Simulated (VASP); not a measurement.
Input of a VASP 6.6.1 run:

Contents of INCAR:

```
SYSTEM = NiN2
ALGO     = Normal         ! electronic algorithm
EDIFF    = 1E-6           ! SCF threshold, eV
ENCUT    = 600            ! plane-wave cutoff, eV
GGA      = PE             ! functional
GGA_COMPAT= .False.      
ISIF     = 2              ! what is computed and relaxed
ISMEAR   = 0              ! smearing method
LASPH    = .True.         ! aspherical terms in the spheres
LCHARG   = .True.         ! write CHGCAR
LELF     = .True.         ! ELF
LREAL    = .False.        ! projectors in reciprocal space
LVHAR    = .True.       
LWAVE    = .False.        ! write WAVECAR
NBANDS   = 17             ! bands
NELM     = 120            ! most SCF steps
PREC     = Accurate       ! precision mode
SIGMA    = 0.1            ! smearing width, eV
```

Contents of KPOINTS:

```
k-points
0
Gamma
  6 6 6
  0 0 0
```

File POSCAR:

```
NiN2
1.0
    0.0000000000      2.3286430234      2.3286430234
    2.3286430234      0.0000000000      2.3286430234
    2.3286430234      2.3286430234      0.0000000000
Ni N
1 2
Direct
    0.0000000000      0.0000000000      0.0000000000
    0.2500000000      0.2500000000      0.2500000000
    0.7500000000      0.7500000000      0.7500000000
```

Potentials or basis: VASP PAW PBE potentials, release 64 (Ni, N).

Launch:

```sh
$ cat potpaw_PBE.64/Ni/POTCAR potpaw_PBE.64/N/POTCAR > POTCAR
$ mpirun -np 1 vasp_std > vasp.out
```

**Question.** What does it give for the band gap on the k mesh?

**Answer.** Zero (bands 10 and 11 overlap by 0.98 eV).

**Question.** Estimate the pressure.

**Answer.** -0.1 GPa.

Caveat: the k points lie up to 0.39 Å⁻¹ apart, too coarse for converged energies and pressures of a metal; the run has no spin polarisation, though such a crystal can be magnetic. Spin polarisation is off, so any magnetic state and its effect on volume and gap are missing.
